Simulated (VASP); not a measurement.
Here is a VASP 6.6.1 calculation.

The input POSCAR:

```
V
1.0
   -1.4799860000      1.4799860000      1.4799860000
    1.4799860000     -1.4799860000      1.4799860000
    1.4799860000      1.4799860000     -1.4799860000
V
1
Direct
    0.0000000000      0.0000000000      0.0000000000
```

Contents of INCAR.step1:

```
SYSTEM = V
PREC = Accurate ; ENCUT = 520
ISMEAR = -1 ; SIGMA = 0.05
LREAL = .FALSE. ; LASPH = .TRUE.
NELM = 80 ; NBANDS = 12
GGA = PE ; ALGO = Normal
EDIFF = 1E-4 ; LWAVE = .TRUE.
LCHARG = .FALSE.
```

File INCAR.step2:

```
SYSTEM = V
PREC = Accurate ; ENCUT = 520
EDIFF = 1E-6 ; ISMEAR = -1
SIGMA = 0.05 ; LREAL = .FALSE.
LASPH = .TRUE. ; NELM = 80
ALGO = Normal ; ISIF = 2
LWAVE = .FALSE. ; LCHARG = .TRUE.
METAGGA = R2SCAN ; LMIXTAU = .TRUE.
LELF = .TRUE. ; LVHAR = .TRUE.
NBANDS = 12 ; ISTART = 1
```

The input KPOINTS:

```
regular mesh
0
G
  12 12 12
  0 0 0
```

Potentials or basis: VASP PAW PBE potentials, release 64 (V_sv).

Command:

```sh
$ cat potpaw_PBE.64/V_sv/POTCAR > POTCAR
$ cp INCAR.step1 INCAR
$ mpirun -np 1 vasp_std > vasp.out
$ cp INCAR.step2 INCAR
$ mpirun -np 1 vasp_std > vasp.out
```

(1) Predict the pressure.

Results:

(1) 5.4 GPa.

Caveat: the PAW data sets were made with another functional, which shifts forces and pressure a little.
